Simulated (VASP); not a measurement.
Wanted: the native input for a VASP 6.6.1 run.

| Quantity | Value |
| --- | --- |
| Task | single point |
| Functional | PBEsol |
| Potentials or basis | VASP PAW PBE potentials, release 64 (Hf_pv, N) |
| Cutoff | 520 eV |
| k mesh | 9 × 9 × 9 |
| Occupations | fermi-dirac, width 0.05 eV |
| Spin | non-collinear spin, zero start, spin-orbit coupling |
| Starting moments | [[0.0, 0.0, 0.0], [0.0, 0.0, 0.0]] μB |
| Dipole correction | no |
| Further INCAR settings | ALGO = Normal; EDIFF = 1e-06; NBANDS = 27 |

The structure of HfN lies in POSCAR:

```
HfN
1.0
    0.0000000000      2.4548220000      2.4548220000
    2.4548220000      0.0000000000      2.4548220000
    2.4548220000      2.4548220000      0.0000000000
Hf N
1 1
Direct
    0.0000000000      0.0000000000      0.0000000000
    0.2500000000      0.2500000000      0.2500000000
```

One way to write it, as run:

INCAR

```
SYSTEM = HfN
ALGO     = Normal         ! electronic algorithm
EDIFF    = 1E-6           ! SCF threshold, eV
ENCUT    = 520            ! plane-wave cutoff, eV
GGA      = PS             ! functional
GGA_COMPAT= .False.      
ISIF     = 2              ! what is computed and relaxed
ISMEAR   = -1             ! smearing method
LASPH    = .True.         ! aspherical terms in the spheres
LCHARG   = .False.        ! write CHGCAR
LMAXMIX  = 4              ! l up to which the mixer works
LORBIT   = 11             ! projections on sites
LORBMOM  = .True.       
LREAL    = .False.        ! projectors in reciprocal space
LSORBIT  = .True.         ! spin-orbit coupling
LWAVE    = .False.        ! write WAVECAR
MAGMOM   = 0 0 0 0 0 0    ! initial moments
NBANDS   = 27             ! bands
NELM     = 150            ! most SCF steps
PREC     = Accurate       ! precision mode
SIGMA    = 0.05           ! smearing width, eV
```

KPOINTS

```
k-points
0
Gamma
  9 9 9
  0 0 0
```

Potentials or basis: VASP PAW PBE potentials, release 64 (Hf_pv, N).

Run with:

```console
$ cat potpaw_PBE.64/Hf_pv/POTCAR potpaw_PBE.64/N/POTCAR > POTCAR
$ mpirun -np 1 vasp_ncl > vasp.out
```

It gave:

| Item | Value |
| --- | --- |
| Pressure | -5.9 GPa |
| Net moment | 0.00 μB per cell |
| Valence electrons inside the program's atomic spheres | Hf 8.63; N 3.73 |

Caveat: the PAW data sets were made with another functional, which shifts forces and pressure a little.

It took 50 s on 1 thread of Intel(R) Xeon(R) 6975P-C (Granite Rapids), with other jobs on the host, peak memory 0.27 GiB.
